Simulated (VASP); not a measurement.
# AlGa3N4 (Cmm2) in VASP: further runs, part 2 of 2

VASP 6.6.1.

## Step 5: Single point, PBEsol (atom 2 (Ga) moved +0.025 Å along Cartesian [0 0 1])

File INCAR:

```
PREC = Accurate
ENCUT = 520
EDIFF = 1E-6
ISMEAR = 0
SIGMA = 0.05
LREAL = F
LASPH = T
NELM = 100
ALGO = Normal
ISIF = 2
LWAVE = F
LCHARG = F
GGA = PS
NBANDS = 41
```

File KPOINTS:

```
regular mesh
0
Gamma
  6 6 6
```

File POSCAR:

```
AlGa3N4
1.0
    4.4716853600      0.0000000000      0.0000000000
    0.0000000000      4.4716853600      0.0000000000
    0.0000000000      0.0000000000      4.4716853600
Al Ga N
1 3 4
Direct
    0.0000000000      0.0000000000      0.0000000000
    0.5000000000      0.5000000000      0.0055907332
    0.5000000000      0.0000000000      0.5000000000
    0.0000000000      0.5000000000      0.5000000000
    0.7557144200      0.7557144200      0.2442855800
    0.7557144200      0.2442855800      0.7557144200
    0.2442855800      0.7557144200      0.7557144200
    0.2442855800      0.2442855800      0.2442855800
```

Potentials or basis: VASP PAW PBE potentials, release 64 (Al, Ga_d, N).

Command:

```bash
$ cat potpaw_PBE.64/Al/POTCAR potpaw_PBE.64/Ga_d/POTCAR potpaw_PBE.64/N/POTCAR > POTCAR
$ mpirun -np 1 vasp_std > vasp.out
```

OUTCAR:

```text
PREC = Accurate
   ENCUT = 520
   EDIFF = 1E-6
   ISMEAR = 0
   LREAL = F
   LASPH = T
   NELM = 100
   ISIF = 2
   GGA = PS

 ion  position               nearest neighbor table
   1  0.000  0.000  0.000-   5 1.89   6 1.89   7 1.89   8 1.89
   2  0.500  0.500  0.006-   5 1.94   8 1.94   7 1.97   6 1.97
   3  0.500  0.000  0.500-   5 1.95   6 1.95   7 1.95   8 1.95
   4  0.000  0.500  0.500-   5 1.95   6 1.95   7 1.95   8 1.95
   5  0.756  0.756  0.244-   1 1.89   2 1.94   3 1.95   4 1.95
   6  0.756  0.244  0.756-   1 1.89   3 1.95   4 1.95   2 1.97
   7  0.244  0.756  0.756-   1 1.89   3 1.95   4 1.95   2 1.97
   8  0.244  0.244  0.244-   1 1.89   2 1.94   3 1.95   4 1.95

  LATTYP: Found a simple cubic cell.
 ALAT       =     4.4716853600

  Lattice vectors:

 A1 = (   4.4716853600,   0.0000000000,   0.0000000000)
 A2 = (   0.0000000000,   4.4716853600,   0.0000000000)
 A3 = (   0.0000000000,   0.0000000000,   4.4716853600)

Analysis of symmetry for initial positions (statically):
=====================================================================
 Subroutine PRICEL returns:
 Original cell was already a primitive cell.

 Routine SETGRP: Setting up the symmetry group for a
 simple cubic supercell.

 Subroutine GETGRP returns: Found  4 space group operations
 (whereof  4 operations were pure point group operations)
 out of a pool of 48 trial point group operations.

The static configuration has the point symmetry C_2v.

Analysis of symmetry for dynamics (positions and initial velocities):
=====================================================================
 Subroutine PRICEL returns:
 Original cell was already a primitive cell.

 Routine SETGRP: Setting up the symmetry group for a
 simple cubic supercell.

 Subroutine GETGRP returns: Found  4 space group operations
 (whereof  4 operations were pure point group operations)
 out of a pool of 48 trial point group operations.

The dynamic configuration has the point symmetry C_2v.

 Subroutine INISYM returns: Found  4 space group operations
 (whereof  4 operations are pure point group operations),
 and found     1 'primitive' translations

----------------------------------------------------------------------------------------

                                     Primitive cell

  volume of cell :      89.4157

  direct lattice vectors                    reciprocal lattice vectors
     4.471685360  0.000000000  0.000000000     0.223629330  0.000000000  0.000000000
     0.000000000  4.471685360  0.000000000     0.000000000  0.223629330  0.000000000
     0.000000000  0.000000000  4.471685360     0.000000000  0.000000000  0.223629330

  length of vectors
     4.471685360  4.471685360  4.471685360     0.223629330  0.223629330  0.223629330

  position of ions in fractional coordinates (direct lattice)
     0.000000000  0.000000000  0.000000000
     0.500000000  0.500000000  0.005590733
     0.500000000  0.000000000  0.500000000
     0.000000000  0.500000000  0.500000000
     0.755714420  0.755714420  0.244285580
     0.755714420  0.244285580  0.755714420
     0.244285580  0.755714420  0.755714420
[... 35 lines left out ...]
 ===========================================

 Found     52 irreducible k-points:

 Following reciprocal coordinates:
            Coordinates               Weight
  0.000000  0.000000  0.000000      1.000000
  0.166667  0.000000  0.000000      4.000000
  0.000000  0.000000  0.166667      2.000000
  0.333333  0.000000  0.000000      4.000000
  0.000000  0.000000  0.333333      2.000000
  0.500000  0.000000  0.000000      2.000000
[... 16 lines left out ...]
  0.333333  0.000000  0.500000      4.000000
  0.500000  0.500000  0.000000      1.000000
 [... further k-points ...]
   k-points           NKPTS =     52   k-points in BZ     NKDIM =     52   number of bands    NBANDS=     41
   number of dos      NEDOS =    301   number of ions     NIONS =      8
   total plane-waves  NPLWV =  46656
   dimension x,y,z NGX =    36 NGY =   36 NGZ =   36
   dimension x,y,z NGXF=    72 NGYF=   72 NGZF=   72
   ions per type =               1   3   4
   NGX,Y,Z   is equivalent  to a cutoff of  13.38, 13.38, 13.38 a.u.
   NGXF,Y,Z  is equivalent  to a cutoff of  26.77, 26.77, 26.77 a.u.
 SYSTEM =  unknown system
   PREC   = accura    normal or accurate (medium, high low for compatibility)
   ISTART =      0    job   : 0-new  1-cont  2-samecut
   ICHARG =      2    charge: 1-file 2-atom 10-const
   ISPIN  =      1    spin polarized calculation?
   LNONCOLLINEAR =      F non collinear calculations
   LSORBIT =      F    spin-orbit coupling
   LASPH  =      T    aspherical Exc in radial PAW
   ENCUT  =  520.0 eV  38.22 Ry    6.18 a.u.   8.31  8.31  8.31*2*pi/ulx,y,z
   NELM   =    100;   NELMIN=  2; NELMDL= -5     # of ELM steps
   EDIFF  = 0.1E-05   stopping-criterion for ELM
   LREAL  =      F    real-space projection
   EDIFFG = 0.1E-04   stopping-criterion for IOM
   NSW    =      0    number of steps for IOM
   IBRION =     -1    ionic relax: 0-MD 1-quasi-New 2-CG
   NFREE  =      0    steps in history (QN), initial steepest desc. (CG)
   ISIF   =      2    stress and relaxation
   ISYM   =      2    0-nonsym 1-usesym 2-fastsym
   POTIM  = 0.5000    time-step for ionic-motion
   TEBEG  =    0.0;   TEEND  =   0.0 temperature during run
   PSTRESS=    0.0 pullay stress
   NELECT =      62.0000    total number of electrons
   NUPDOWN=      -1.0000    fix difference up-down
   EMIN   =  10.00;   EMAX   =-10.00  energy-range for DOS
   EFERMI =   0.00;   METHOD = LEGACY
   ISMEAR =     0;   SIGMA  =   0.05  broadening in eV -4-tet -1-fermi 0-gaus
   EFERMI_NEDOS =   21; number of points for ismear=-14 and -15
   IALGO  =     38    algorithm
   IMIX   =      4    mixing-type and parameters
     AMIX     =   0.40;   BMIX     =  1.00
     AMIX_MAG =   1.60;   BMIX_MAG =  1.00
  volume/ion in A,a.u.               =      11.18        75.43
  Fermi-wavevector in a.u.,A,eV,Ry     =   1.448997  2.738207 28.566688  2.099592
  Thomas-Fermi vector in A             =   2.566774
   LORBIT       =      0    0 simple, 1 ext, 2 COOP (PROOUT), +10 PAW based schemes
   GGA     = PS    functional components
   LHFCALC =     F    Hartree Fock is set to
   AEXX    =    0.0000 exact exchange contribution
   IVDW    =     0    specifies the selected vdW correction
   LEPSILON=     F    determine dielectric tensor
   LRPA    =     F    only Hartree local field effects (RPA)
 non-spin polarized calculation
 Gauss-broadening in eV      SIGMA  =   0.05
  energy-cutoff  :      520.00
  volume of cell :       89.42
 maximum number of plane-waves:      2469
 NGX is ok and might be reduce to    36
   NGX = 17   NGY = 17   NGZ = 17

 number of electron      61.9999976 magnetization

 Free energy of the ion-electron system (eV)
  ---------------------------------------------------
  ext. energy  EPLUGINS =         0.00000000
  ---------------------------------------------------
  free energy    TOTEN  =       -54.96020580 eV

  energy without entropy =      -54.96020580  energy(sigma->0) =      -54.96020580

 E-fermi :   5.5290     XC(G=0): -11.7294

 val. band max:        5.2876382951   @ k =   0.0000   0.0000   0.0000
 cond. band min:       7.5702914743   @ k =   0.0000   0.0000   0.0000
 fundamental gap:      2.2826531792
 Fermi energy:         5.5290457645

 k-point     1 :       0.0000    0.0000    0.0000
  band No.  band energies     occupation
      1     -10.3794      2.00000
      2      -9.1258      2.00000
      3      -9.0880      2.00000
      4      -9.0526      2.00000
      5      -7.8337      2.00000
      6      -7.8125      2.00000
[... 1045 lines left out ...]
     40      15.0197      0.00000
     41      15.0461      0.00000

 [... further k-points ...]
[... 5 lines left out ...]
  --------------------------------------------------------------------------------------
  -------------------------------------------------------------------------------------
  Total       -0.3615942     -0.3615942     -0.3810852      0.1890138      0.0000000      0.0000000
  in kB       -6.4791535     -6.4791535     -6.8283991      3.3868057      0.0000000      0.0000000
  external PRESSURE =      -6.5955687 kB  Pullay stress =       0.0000000 kB

 VOLUME and BASIS-vectors are now :
 -----------------------------------------------------------------------------
  energy-cutoff  :      520.00
  volume of cell :       89.42
      direct lattice vectors                 reciprocal lattice vectors
     4.471685360  0.000000000  0.000000000     0.223629330  0.000000000  0.000000000
     0.000000000  4.471685360  0.000000000     0.000000000  0.223629330  0.000000000
     0.000000000  0.000000000  4.471685360     0.000000000  0.000000000  0.223629330

 POSITION                                       TOTAL-FORCE (eV/Angst)
 -----------------------------------------------------------------------------------
      0.00000      0.00000      0.00000         0.000000      0.000000     -0.076740
      2.23584      2.23584      0.02500         0.000000      0.000000     -0.424217
      2.23584      0.00000      2.23584         0.000000      0.000000      0.112372
      0.00000      2.23584      2.23584         0.000000      0.000000      0.112372
      3.37932      3.37932      1.09237        -0.025377     -0.025377      0.151374
      3.37932      1.09237      3.37932        -0.130391      0.130391     -0.013268
      1.09237      3.37932      3.37932         0.130391     -0.130391     -0.013268
      1.09237      1.09237      1.09237         0.025377      0.025377      0.151374
 -----------------------------------------------------------------------------------
    total drift:                               -0.000000     -0.000000      0.000054

  FREE ENERGIE OF THE ION-ELECTRON SYSTEM (eV)
  ---------------------------------------------------
  free  energy   TOTEN  =       -54.9602057977 eV

  energy  without entropy=      -54.9602057977  energy(sigma->0) =      -54.96020580
```

Wall time 2.1 min (1 thread of AMD EPYC 9R45 (Zen 5), shared host); peak memory 0.27 GiB.

What came out:

* Free energy: -54.9602 eV
* Pressure: -0.7 GPa
* Largest force: 0.424 eV/Å
* Band gap on the k mesh: 2.28 eV

Forces in eV/Å, atoms in the order of the input:
```
Al   0.000  0.000 -0.077
Ga   0.000  0.000 -0.424
Ga   0.000  0.000  0.112
Ga   0.000  0.000  0.112
N   -0.025 -0.025  0.151
N   -0.130  0.130 -0.013
N    0.130 -0.130 -0.013
N    0.025  0.025  0.151
```

Levels at points of the mesh, in eV from the valence-band top:
```csv
k point,band 29,band 30,band 31,band 32,band 33,band 34
"(0.00, 0.00, 0.00)",-0.02,-0.01,0.00,2.28,3.27,3.34
"(0.50, 0.00, 0.00)",-1.48,-1.20,-1.20,4.82,4.93,6.13
"(0.00, 0.00, 0.50)",-1.44,-1.23,-1.17,4.81,4.94,6.09
"(0.50, 0.50, 0.00)",-0.99,-0.89,-0.61,6.59,6.79,6.80
"(0.00, 0.50, 0.50)",-0.95,-0.95,-0.61,6.59,6.80,6.80
"(0.50, 0.50, 0.50)",-0.72,-0.67,-0.65,4.89,4.90,4.90
```

Caveat: the cell differs from its parent crystal (atom 2 (Ga) moved +0.025 Å along Cartesian [0 0 1]); the PAW data sets were made with another functional, which shifts forces and pressure a little.

## Step 6: Single point, PBEsol (atom 2 (Ga) moved +0.087 Å along Cartesian [0 0 1])

File INCAR:

```
ALGO = Normal
EDIFF = 1E-6
ENCUT = 520
GGA = PS
ISIF = 2
ISMEAR = 0
LASPH = True
LCHARG = True
LELF = True
LREAL = False
LVHAR = True
LWAVE = False
NBANDS = 41
NELM = 60
PREC = Accurate
SIGMA = 0.05
```

File KPOINTS:

```
k-points
0
Gamma
  6 6 6
```

POSCAR: that of step 5 with these lines changed.

```diff
@@ -9,3 +9,3 @@
     0.0000000000      0.0000000000      0.0000000000
-    0.5000000000      0.5000000000      0.0055907332
+    0.5000000000      0.5000000000      0.0195675664
     0.5000000000      0.0000000000      0.5000000000
```

Potentials or basis: VASP PAW PBE potentials, release 64 (Al, Ga_d, N).

Command:

```bash
$ cat potpaw_PBE.64/Al/POTCAR potpaw_PBE.64/Ga_d/POTCAR potpaw_PBE.64/N/POTCAR > POTCAR
$ mpirun -np 1 vasp_std > vasp.out
```

It took 2.1 min on 1 thread of AMD EPYC 9R45 (Zen 5), shared host; peak memory 0.27 GiB.

It converged, with:

- Free energy: -54.9007 eV
- Pressure: -0.5 GPa
- Largest force: 1.476 eV/Å
- Band gap on the k mesh: 2.23 eV

Forces on the atoms (eV/Å):
```
Al   0.000  0.000 -0.268
Ga   0.000  0.000 -1.476
Ga   0.000  0.000  0.393
Ga   0.000  0.000  0.393
N    0.138  0.138  0.340
N   -0.231  0.231  0.140
N    0.231 -0.231  0.140
N   -0.138 -0.138  0.340
```

Stress tensor (GPa, compression positive):
```
-0.35  1.19  0.00
 1.19 -0.35  0.00
 0.00  0.00 -0.75
```

Levels at points of the mesh, in eV from the valence-band top:
```tsv
k point	band 29	band 30	band 31	band 32	band 33	band 34
(0.00, 0.00, 0.00)	-0.07	-0.04	0.00	2.23	3.08	3.32
(0.50, 0.00, 0.00)	-1.51	-1.22	-1.22	4.76	4.87	6.11
(0.00, 0.00, 0.50)	-1.44	-1.24	-1.12	4.70	4.98	5.95
(0.50, 0.50, 0.00)	-1.05	-0.77	-0.62	6.52	6.74	6.75
(0.00, 0.50, 0.50)	-1.00	-0.97	-0.62	6.52	6.76	6.78
(0.50, 0.50, 0.50)	-0.75	-0.64	-0.57	4.84	4.86	4.88
```

Caveat: the cell differs from its parent crystal (atom 2 (Ga) moved +0.087 Å along Cartesian [0 0 1]); the PAW data sets were made with another functional, which shifts forces and pressure a little.

## Step 7: Summary

```tsv
cell	gap on the mesh (eV)	pressure (GPa)	largest force (eV/Å)
as given, atomic positions A	2.22	-0.4	1.68
as given, atomic positions B	2.25	-0.5	1.27
as given, atomic positions C	2.27	-0.6	0.85
as given, atomic positions D	2.28	-0.7	0.42
as given, atomic positions E	2.23	-0.5	1.48
```

Alike in all rows: task single point; level PBEsol; potentials or basis VASP PAW PBE potentials, release 64 (Al, Ga_d, N); no spin polarisation; k mesh 6 × 6 × 6; cutoff (eV) 520; smearing gaussian 0.05 eV.

Caveats: the PAW data sets were made with another functional, which shifts forces and pressure a little.

Total energies depend on the potentials used, so only differences within one code and one set of settings carry meaning.
